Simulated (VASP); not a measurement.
# PbSe (P4/nmm) in VASP: relaxation of cell and atoms with PBE

Aim: the relaxation of cell and atoms of PbSe with PBE.

Program: VASP 6.6.1. These are calculated values, not measurements. Logs are shortened: lines on timing, memory, paths and dates and some standing lists are left out, and cuts for length are marked.

## (1) The cell of the first run

Symmetry: P4/nmm, No. 129, tetragonal system. Conventional cell: a = 5.352 Å, b = 5.352 Å, c = 4.223 Å, α = 90.00°, β = 90.00°, γ = 90.00°. Pb (site symmetry 4mm) has 8 Se at 2.99 to 3.93 Å and 6 Pb at 4.09 to 4.22 Å within 4.3 Å. Se (site symmetry -4m2) has 8 Pb at 2.99 to 3.93 Å and 4 Se at 3.78 Å within 4.0 Å.

## (2) Relaxation of cell and atoms, PBE (atoms taken out)

Contents of INCAR:

```
SYSTEM = PbSe
PREC     = Accurate       ! precision mode
ENCUT    = 600            ! plane-wave cutoff, eV
EDIFF    = 1E-6           ! SCF threshold, eV
ISMEAR   = 0              ! smearing method
SIGMA    = 0.02           ! smearing width, eV
LREAL    = .False.        ! projectors in reciprocal space
LASPH    = .True.         ! aspherical terms in the spheres
NELM     = 60             ! most SCF steps
ALGO     = Normal         ! electronic algorithm
ISIF     = 3              ! what is computed and relaxed
LWAVE    = .False.        ! write WAVECAR
LCHARG   = .False.        ! write CHGCAR
GGA      = PE             ! functional
IBRION   = 2              ! ionic algorithm
NSW      = 100            ! ionic steps
EDIFFG   = -0.01          ! ionic threshold
```

Contents of KPOINTS:

```
Automatic mesh
0
Gamma
  8 8 8
  0 0 0
```

Contents of POSCAR:

```
PbSe
1.0
    5.3515043033      0.0000000000      0.0000000000
    0.0000000000      5.3515043033      0.0000000000
    0.0000000000      0.0000000000      4.2233452461
Pb Se
2 2
Direct
    0.5000000000      0.0000000000      0.6822417172
    0.0000000000      0.5000000000      0.3177582828
    0.0000000000      0.0000000000      0.0000000000
    0.5000000000      0.5000000000      0.0000000000
```

Potentials or basis: VASP PAW PBE potentials, release 64 (Pb_d, Se).

On the command line:

```
$ cat potpaw_PBE.64/Pb_d/POTCAR potpaw_PBE.64/Se/POTCAR > POTCAR
$ mpirun -np 1 vasp_std > vasp.out
```

OUTCAR:

```text
SYSTEM = PbSe
   PREC = Accurate
   ENCUT = 600
   EDIFF = 1E-6
   ISMEAR = 0
   LREAL = .False.
   LASPH = .True.
   NELM = 60
   ISIF = 3
   GGA = PE
   IBRION = 2
   NSW = 100
   EDIFFG = -0.01

 ion  position               nearest neighbor table
   1  0.500  0.000  0.682-   3 2.99   4 2.99   4 2.99   3 2.99   2 4.09   2 4.09   2 4.09   2 4.09

   2  0.000  0.500  0.318-   3 2.99   4 2.99   3 2.99   4 2.99   1 4.09   1 4.09   1 4.09   1 4.09

   3  0.000  0.000  0.000-   1 2.99   2 2.99   2 2.99   1 2.99
   4  0.500  0.500  0.000-   1 2.99   2 2.99   1 2.99   2 2.99

  LATTYP: Found a simple tetragonal cell.
 ALAT       =     5.3515043033
 C/A-ratio  =     0.7891884238

  Lattice vectors:

 A1 = (   5.3515043033,   0.0000000000,   0.0000000000)
 A2 = (   0.0000000000,   5.3515043033,   0.0000000000)
 A3 = (   0.0000000000,   0.0000000000,   4.2233452461)

Analysis of symmetry for initial positions (statically):
=====================================================================
 Subroutine PRICEL returns:
 Original cell was already a primitive cell.

 Routine SETGRP: Setting up the symmetry group for a
 simple tetragonal supercell.

 Subroutine GETGRP returns: Found 16 space group operations
 (whereof  8 operations were pure point group operations)
 out of a pool of 16 trial point group operations.

The static configuration has the point symmetry D_2d.
 The point group associated with its full space group is D_4h.

Analysis of symmetry for dynamics (positions and initial velocities):
=====================================================================
 Subroutine PRICEL returns:
 Original cell was already a primitive cell.

 Routine SETGRP: Setting up the symmetry group for a
 simple tetragonal supercell.

 Subroutine GETGRP returns: Found 16 space group operations
 (whereof  8 operations were pure point group operations)
 out of a pool of 16 trial point group operations.

The dynamic configuration has the point symmetry D_2d.
 The point group associated with its full space group is D_4h.

 Subroutine INISYM returns: Found 16 space group operations
 (whereof  8 operations are pure point group operations),
 and found     1 'primitive' translations

----------------------------------------------------------------------------------------

                                     Primitive cell

  volume of cell :     120.9507

  direct lattice vectors                    reciprocal lattice vectors
     5.351504303  0.000000000  0.000000000     0.186863346  0.000000000  0.000000000
     0.000000000  5.351504303  0.000000000     0.000000000  0.186863346  0.000000000
     0.000000000  0.000000000  4.223345246     0.000000000  0.000000000  0.236779127

  length of vectors
     5.351504303  5.351504303  4.223345246     0.186863346  0.186863346  0.236779127

  position of ions in fractional coordinates (direct lattice)
     0.500000000  0.000000000  0.682241717
     0.000000000  0.500000000  0.317758283
     0.000000000  0.000000000  0.000000000
     0.500000000  0.500000000  0.000000000

  ion indices of the primitive-cell ions
   primitive index   ion index
                 1           1
                 2           2
                 3           3
                 4           4

----------------------------------------------------------------------------------------

 KPOINTS: Automatic mesh

Automatic generation of k-mesh.
 Grid dimensions read from file:
 generate k-points for:    8    8    8

 Generating k-lattice:

  Cartesian coordinates                     Fractional coordinates (reciprocal lattice)
     0.023357918  0.000000000  0.000000000     0.125000000  0.000000000  0.000000000
     0.000000000  0.023357918  0.000000000     0.000000000  0.125000000  0.000000000
     0.000000000  0.000000000  0.029597391     0.000000000  0.000000000  0.125000000

  Length of vectors
     0.023357918  0.023357918  0.029597391

  Shift w.r.t. Gamma in fractional coordinates (k-lattice)
     0.000000000  0.000000000  0.000000000

 Subroutine IBZKPT returns following result:
 ===========================================

 Found     75 irreducible k-points:

 Following reciprocal coordinates:
            Coordinates               Weight
  0.000000  0.000000  0.000000      1.000000
  0.125000  0.000000  0.000000      4.000000
  0.250000  0.000000  0.000000      4.000000
  0.375000  0.000000  0.000000      4.000000
  0.500000  0.000000  0.000000      2.000000
  0.125000  0.125000  0.000000      4.000000
[... 16 lines left out ...]
  0.375000  0.125000  0.125000     16.000000
  0.500000  0.125000  0.125000      8.000000
 [... further k-points ...]
   k-points           NKPTS =     75   k-points in BZ     NKDIM =     75   number of bands    NBANDS=     24
   number of dos      NEDOS =    301   number of ions     NIONS =      4
   total plane-waves  NPLWV =  82944
   dimension x,y,z NGX =    48 NGY =   48 NGZ =   36
   dimension x,y,z NGXF=    96 NGYF=   96 NGZF=   72
   ions per type =               2   2
   NGX,Y,Z   is equivalent  to a cutoff of  14.91, 14.91, 14.17 a.u.
   NGXF,Y,Z  is equivalent  to a cutoff of  29.82, 29.82, 28.34 a.u.
 SYSTEM =  PbSe
   PREC   = accura    normal or accurate (medium, high low for compatibility)
   ISTART =      0    job   : 0-new  1-cont  2-samecut
   ICHARG =      2    charge: 1-file 2-atom 10-const
   ISPIN  =      1    spin polarized calculation?
   LNONCOLLINEAR =      F non collinear calculations
   LSORBIT =      F    spin-orbit coupling
   LASPH  =      T    aspherical Exc in radial PAW
   ENCUT  =  600.0 eV  44.10 Ry    6.64 a.u.  10.69 10.69  8.44*2*pi/ulx,y,z
   NELM   =     60;   NELMIN=  2; NELMDL= -5     # of ELM steps
   EDIFF  = 0.1E-05   stopping-criterion for ELM
   LREAL  =      F    real-space projection
   EDIFFG = -.1E-01   stopping-criterion for IOM
   NSW    =    100    number of steps for IOM
   IBRION =      2    ionic relax: 0-MD 1-quasi-New 2-CG
   NFREE  =      1    steps in history (QN), initial steepest desc. (CG)
   ISIF   =      3    stress and relaxation
   ISYM   =      2    0-nonsym 1-usesym 2-fastsym
   POTIM  = 0.5000    time-step for ionic-motion
   TEBEG  =    0.0;   TEEND  =   0.0 temperature during run
   PSTRESS=    0.0 pullay stress
   NELECT =      40.0000    total number of electrons
   NUPDOWN=      -1.0000    fix difference up-down
   EMIN   =  10.00;   EMAX   =-10.00  energy-range for DOS
   EFERMI =   0.00;   METHOD = LEGACY
   ISMEAR =     0;   SIGMA  =   0.02  broadening in eV -4-tet -1-fermi 0-gaus
   EFERMI_NEDOS =   21; number of points for ismear=-14 and -15
   IALGO  =     38    algorithm
   IMIX   =      4    mixing-type and parameters
     AMIX     =   0.40;   BMIX     =  1.00
     AMIX_MAG =   1.60;   BMIX_MAG =  1.00
  volume/ion in A,a.u.               =      30.24       204.05
  Fermi-wavevector in a.u.,A,eV,Ry     =   1.132119  2.139395 17.438495  1.281693
  Thomas-Fermi vector in A             =   2.268819
   LORBIT       =      0    0 simple, 1 ext, 2 COOP (PROOUT), +10 PAW based schemes
   GGA     = PE    functional components
   LHFCALC =     F    Hartree Fock is set to
   AEXX    =    0.0000 exact exchange contribution
   IVDW    =     0    specifies the selected vdW correction
   LEPSILON=     F    determine dielectric tensor
   LRPA    =     F    only Hartree local field effects (RPA)
 conjugate gradient relaxation of ions
 non-spin polarized calculation
 Gauss-broadening in eV      SIGMA  =   0.02
  energy-cutoff  :      600.00
  volume of cell :      120.95
 maximum number of plane-waves:      4069
 NGX is ok and might be reduce to    48
   NGX = 21   NGY = 21   NGZ = 17

--------------------------------------- Ionic step        1  -------------------------------------------

 number of electron      39.9999994 magnetization

 Free energy of the ion-electron system (eV)
  ---------------------------------------------------
  ext. energy  EPLUGINS =         0.00000000
  ---------------------------------------------------
  free energy    TOTEN  =       -15.70845023 eV

  energy without entropy =      -15.70845023  energy(sigma->0) =      -15.70845023

------------------------ aborting loop because EDIFF is reached ----------------------------------------

  FORCE on cell =-STRESS in cart. coord.  units (eV):
  Direction    XX          YY          ZZ          XY          YZ          ZX
  --------------------------------------------------------------------------------------
  -------------------------------------------------------------------------------------
  Total        0.0211307      0.0211307      0.0085813      0.0000000      0.0000000      0.0000000
  in kB        0.2799080      0.2799080      0.1136719      0.0000000      0.0000000      0.0000000
  external PRESSURE =       0.2244960 kB  Pullay stress =       0.0000000 kB

 VOLUME and BASIS-vectors are now :
 -----------------------------------------------------------------------------
  energy-cutoff  :      600.00
  volume of cell :      120.95
      direct lattice vectors                 reciprocal lattice vectors
     5.351504303  0.000000000  0.000000000     0.186863346  0.000000000  0.000000000
     0.000000000  5.351504303  0.000000000     0.000000000  0.186863346  0.000000000
     0.000000000  0.000000000  4.223345246     0.000000000  0.000000000  0.236779127

 POSITION                                       TOTAL-FORCE (eV/Angst)
 -----------------------------------------------------------------------------------
      2.67575      0.00000      2.88134        -0.000000      0.000000     -0.010849
      0.00000      2.67575      1.34200         0.000000      0.000000      0.010849
      0.00000      0.00000      0.00000         0.000000      0.000000      0.000000
      2.67575      2.67575      0.00000         0.000000     -0.000000      0.000000
 -----------------------------------------------------------------------------------
    total drift:                                0.000000      0.000000      0.000000

  FREE ENERGIE OF THE ION-ELECTRON SYSTEM (eV)
  ---------------------------------------------------
  free  energy   TOTEN  =       -15.7084502323 eV

  energy  without entropy=      -15.7084502323  energy(sigma->0) =      -15.70845023

--------------------------------------- Ionic step        2  -------------------------------------------

 number of electron      39.9999994 magnetization

 Free energy of the ion-electron system (eV)
  ---------------------------------------------------
  ext. energy  EPLUGINS =         0.00000000
  ---------------------------------------------------
  free energy    TOTEN  =       -15.70846317 eV

  energy without entropy =      -15.70846317  energy(sigma->0) =      -15.70846317

 E-fermi :   4.3057     XC(G=0):  -9.3098

 val. band max:        4.1632245815   @ k =   0.5000   0.5000   0.5000
 cond. band min:       4.5660554883   @ k =   0.1250   0.1250   0.3750
 fundamental gap:      0.4028309068
 Fermi energy:         4.3056640038

 k-point     1 :       0.0000    0.0000    0.0000
  band No.  band energies     occupation
      1     -12.4908      2.00000
      2     -12.4789      2.00000
      3     -12.4710      2.00000
      4     -12.4508      2.00000
      5     -12.4508      2.00000
      6     -12.4349      2.00000
[... 16 lines left out ...]
     23       8.7082      0.00000
     24       8.7082      0.00000
[... 598 lines left out ...]
      2     -12.4734      2.00000
      3     -12.4564      2.00000
      4     -12.4564      2.00000
      5     -12.4398      2.00000
      6     -12.4398      2.00000
[... 16 lines left out ...]
     23       7.6954      0.00000
     24       7.6954      0.00000

 [... further k-points ...]

------------------------ aborting loop because EDIFF is reached ----------------------------------------

  FORCE on cell =-STRESS in cart. coord.  units (eV):
  Direction    XX          YY          ZZ          XY          YZ          ZX
  --------------------------------------------------------------------------------------
  -------------------------------------------------------------------------------------
  Total       -0.0052732     -0.0052732     -0.0104591      0.0000000      0.0000000      0.0000000
  in kB       -0.0698092     -0.0698092     -0.1384614      0.0000000      0.0000000      0.0000000
  external PRESSURE =      -0.0926933 kB  Pullay stress =       0.0000000 kB

 VOLUME and BASIS-vectors are now :
 -----------------------------------------------------------------------------
  energy-cutoff  :      600.00
  volume of cell :      121.02
      direct lattice vectors                 reciprocal lattice vectors
     5.352868133  0.000000000  0.000000000     0.186815736  0.000000000  0.000000000
     0.000000000  5.352868133  0.000000000     0.000000000  0.186815736  0.000000000
     0.000000000  0.000000000  4.223782344     0.000000000  0.000000000  0.236754624

 POSITION                                       TOTAL-FORCE (eV/Angst)
 -----------------------------------------------------------------------------------
      2.67643      0.00000      2.88112         0.000000      0.000000     -0.004945
      0.00000      2.67643      1.34267        -0.000000      0.000000      0.004945
      0.00000      0.00000      0.00000        -0.000000     -0.000000      0.000000
      2.67643      2.67643      0.00000        -0.000000      0.000000      0.000000
 -----------------------------------------------------------------------------------
    total drift:                                0.000000      0.000000     -0.000000

  FREE ENERGIE OF THE ION-ELECTRON SYSTEM (eV)
  ---------------------------------------------------
  free  energy   TOTEN  =       -15.7084631696 eV

  energy  without entropy=      -15.7084631696  energy(sigma->0) =      -15.70846317

 reached required accuracy - stopping structural energy minimisation
```

Wall time 10 min (1 thread of Intel Xeon 8259CL, shared host); peak memory 0.45 GiB.

What came out:

| Property | Result |
| --- | --- |
| Free energy | -15.7085 eV |
| Relaxed volume | 30.26 Å³/atom |
| Relaxed cell | a = 5.353 Å, b = 5.353 Å, c = 4.224 Å, α = 90.00°, β = 90.00°, γ = 90.00° |
| Space group after relaxing (to 0.1 Å) | P4/nmm (No. 129) |
| Energy gained by relaxing | 0.0 meV/atom |
| Ionic steps | 2 |
| Pressure after relaxing | 0.0 GPa |
| Largest force after relaxing | 0.005 eV/Å |
| Band gap on the k mesh | 0.40 eV (least direct gap 0.93 eV) |

Forces on the atoms (eV/Å):
```
Pb   0.000  0.000 -0.005
Pb   0.000  0.000  0.005
Se   0.000  0.000  0.000
Se   0.000  0.000  0.000
```

Final structure:
```
CELL_PARAMETERS angstrom
5.35287 0.00000 0.00000
0.00000 5.35287 0.00000
0.00000 0.00000 4.22378
ATOMIC_POSITIONS crystal
Pb 0.50000 0.00000 0.68212
Pb 0.00000 0.50000 0.31788
Se 0.00000 0.00000 0.00000
Se 0.50000 0.50000 0.00000
```

Caveat: the cell differs from its parent crystal (atoms taken out); spin-orbit coupling is left out, which moves the levels of the heavy elements. A k mesh can miss the band edges.
